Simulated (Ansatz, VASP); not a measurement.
## La in VASP and in Ansatz

```
La
1.0
    -2.22316    2.22316    2.22316
     2.22316   -2.22316    2.22316
     2.22316    2.22316   -2.22316
La
1
Direct
  0.00000 0.00000 0.00000
```

Alike in both runs: task single point; functional BLYP; k mesh 12 × 12 × 12; occupations fermi-dirac, width 0.1 eV; no spin polarisation.

|  | VASP | Ansatz |
| --- | --- | --- |
| version | VASP 6.6.1 | Ansatz 0.2.0 |
| potentials or method | VASP PAW PBE potentials, release 64 (La), cutoff 520 eV | plane waves (420 eV) with PAW, scalar-relativistic |
| valence electrons in the cell | 11 | 11 |

|  | VASP | Ansatz | Ansatz less VASP |
| --- | --- | --- | --- |
| pressure (GPa) | -1.8 | -1.8 | +0.04 |

VASP's potentials were made for PBE, not for BLYP.

Spin-orbit coupling is off throughout.
